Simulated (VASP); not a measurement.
InSb:

```
CELL_PARAMETERS angstrom
0.00000 3.23910 3.23910
3.23910 0.00000 3.23910
3.23910 3.23910 0.00000
ATOMIC_POSITIONS crystal
In 0.00000 0.00000 0.00000
Sb 0.25000 0.25000 0.25000
```

- Program: VASP 6.6.1
- Task: relaxation of cell and atoms
- Functional: PBE
- Potentials or basis: VASP PAW PBE potentials, release 64 (In_d, Sb)
- Cutoff: 600 eV
- k mesh: 14 × 14 × 14
- Occupations: gaussian, width 0.1 eV
- Spin: no spin polarisation

At the start: pressure 3.1 GPa; volume 33.98 Å³/atom.

How do energy, volume and symmetry change on relaxing?

Over 3 steps the energy falls by 22.9 meV/atom and the volume is 36.49 Å³/atom (+7.4 %); space group F-43m (No. 216, to 0.1 Å) before and after.

Step by step:
```
step  energy change (eV)  largest force (eV/Å)  pressure (GPa)  volume (Å³)
   1              0.0000                0.0000            3.13        67.97
   2             -0.0413                0.0000           -0.82        74.72
   3             -0.0458                0.0000            0.02        72.97
```

Final structure:
```xyz
2
Lattice="0.0000 3.3167 3.3167 3.3167 0.0000 3.3167 3.3167 3.3167 0.0000" Properties=species:S:1:pos:R:3 pbc="T T T"
In    0.0000    0.0000    0.0000
Sb    1.6584    1.6584    1.6584
```
